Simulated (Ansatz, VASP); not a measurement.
Two plane-wave programs on KAgCl2

```
K Ag Cl
1.0
     2.16890    1.25221    6.87502
    -2.16890    1.25221    6.87502
     0.00000   -2.50443    6.87502
K Ag Cl
1 1 2
Direct
  0.00000 0.00000 0.00000
  0.50000 0.50000 0.50000
  0.23827 0.23827 0.23827
  0.76173 0.76173 0.76173
```

Alike in both runs: task single point; functional PBE; k mesh 6 × 6 × 6; no spin polarisation.

```csv
,VASP,Ansatz
version,VASP 6.6.1,Ansatz 0.2.0
potentials or method,"VASP PAW PBE potentials, release 64 (K_sv, Ag, Cl)","plane waves, PAW"
plane-wave cutoff (eV),520,420
occupations,"gaussian, width 0.01 eV",fixed
valence electrons in the cell,34,42
```

|  | VASP | Ansatz | Ansatz less VASP |
| --- | --- | --- | --- |
| gap on the k mesh at the Fermi level (eV) | 2.48 | 2.48 | +0.004 |
| pressure (GPa) | -1.4 | -1.3 | +0.03 |
| traceless stress, the component that is largest in VASP (GPa) | 0.07 | 0.06 | -0.009 |
| rms of the force components (eV/Å) | 0.015 | 0.011 | -0.0042 |

Atom by atom the forces differ by 0.004 eV/Å (rms over components). VASP's potentials hold 34 valence electrons a cell and Ansatz's 42, so a difference there can come from the potentials and not from the codes.
